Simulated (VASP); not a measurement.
Input of a VASP 6.6.1 run:

File INCAR:

```
SYSTEM = AlP
PREC = Accurate
ENCUT = 500
EDIFF = 1E-6
ISMEAR = 0
SIGMA = 0.01
LREAL = .FALSE.
LASPH = .TRUE.
NELM = 120
ALGO = Normal
ISIF = 2
LWAVE = .FALSE.
LCHARG = .FALSE.
GGA = PE
NBANDS = 11
GGA_COMPAT = .FALSE.
```

Contents of KPOINTS:

```
Automatic mesh
0
G
  6 6 6
  0 0 0
```

The input POSCAR:

```
AlP
1.0
    0.0000000000      2.8078002629      2.8078002629
    2.8078002629      0.0000000000      2.8078002629
    2.8078002629      2.8078002629      0.0000000000
Al P
1 1
Direct
    0.0000000000      0.0000000000      0.0000000000
    0.2500000000      0.2500000000      0.2500000000
```

Potentials or basis: VASP PAW PBE potentials, release 64 (Al, P).

Command:

```bash
$ cat potpaw_PBE.64/Al/POTCAR potpaw_PBE.64/P/POTCAR > POTCAR
$ mpirun -np 1 vasp_std > vasp.out
```

Question: Estimate the band gap on the k mesh.

Answer: 1.73 eV, indirect (least direct gap 2.60 eV).

Question: Estimate the pressure.

Answer: -4.3 GPa.

 A k mesh can miss the band edges.
